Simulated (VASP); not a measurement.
Input of a VASP 6.6.1 run:

INCAR

```
SYSTEM = Sn3GeP
  ALGO = Normal
  EDIFF = 1E-6
  EDIFFG = -0.01
  ENCUT = 600
  GGA = PE
  IBRION = 2
  ISIF = 3
  ISMEAR = 0
  LASPH = .True.
  LCHARG = .False.
  LREAL = .False.
  LWAVE = .False.
  NELM = 80
  NSW = 100
  PREC = Accurate
  SIGMA = 0.1
```

The input KPOINTS:

```
k-points
0
Gamma
  8 8 4
  0 0 0
```

File POSCAR:

```
Sn3GeP
1.0
    3.7773192899      0.0000000000      0.0000000000
    0.0000000000      3.7773192899      0.0000000000
    0.0000000000      0.0000000000      8.9727242744
Sn Ge P
3 1 1
Direct
    0.5000000000      0.5000000000      0.7898303117
    0.5000000000      0.5000000000      0.2101696883
    0.0000000000      0.0000000000      0.0000000000
    0.0000000000      0.0000000000      0.5000000000
    0.5000000000      0.5000000000      0.5000000000
```

Potentials or basis: VASP PAW PBE potentials, release 64 (Sn_d, Ge_d, P).

Launch:

```sh
$ cat potpaw_PBE.64/Sn_d/POTCAR potpaw_PBE.64/Ge_d/POTCAR potpaw_PBE.64/P/POTCAR > POTCAR
$ mpirun -np 1 vasp_std > vasp.out
```

Question: Predict the relaxed cell.

Answer: a = 3.621 Å, b = 3.621 Å, c = 9.664 Å, α = 90.00°, β = 90.00°, γ = 90.00°.

Question: Predict the relaxed volume.

Answer: 25.34 Å³/atom.

Question: Estimate the space group after relaxing (to 0.1 Å).

Answer: P4/mmm (No. 123).

Question: Predict the band gap on the k mesh.

Answer: Zero (an odd number of electrons rules out a gap without spin polarisation).

The path:
```
step  energy change (eV)  largest force (eV/Å)  pressure (GPa)  volume (Å³)
   1              0.0000                0.3098           -0.32       128.02
   2             -0.0332                0.1151           -0.17       127.07
   3             -0.0597                0.0617            0.34       125.63
   4             -0.0206                0.5041            2.01       122.56
   5             -0.0647                0.1455            0.61       125.00
   6             -0.0654                0.2046            0.80       124.58
   7             -0.0792                0.3023           -0.22       127.29
   8             -0.0793                0.3053           -0.27       127.40
   9             -0.0929                0.2751           -0.27       127.42
  10             -0.1014                0.2178           -0.24       127.42
  11             -0.1018                0.1205           -0.07       127.38
  12             -0.1109                0.0460            0.03       126.88
  13             -0.1109                0.0494            0.06       126.87
  14             -0.1127                0.0513           -0.17       127.32
  15             -0.1133                0.0504           -0.32       127.62
  16             -0.1141                0.0489           -0.26       127.41
  17             -0.1146                0.0452           -0.19       127.18
  18             -0.1146                0.0342           -0.03       126.72
  19             -0.1148                0.0429           -0.12       126.98
  20             -0.1152                0.0325           -0.04       126.80
  21             -0.1153                0.0262            0.02       126.65
  22             -0.1152                0.0140            0.14       126.37
  23             -0.1153                0.0247            0.05       126.56
  24             -0.1153                0.0214            0.08       126.55
  25             -0.1154                0.0144            0.01       126.65
  26             -0.1154                0.0101            0.00       126.71
  27             -0.1154                0.0097           -0.02       126.71
```

Caveat: spin-orbit coupling is left out, which moves the levels of the heavy elements.
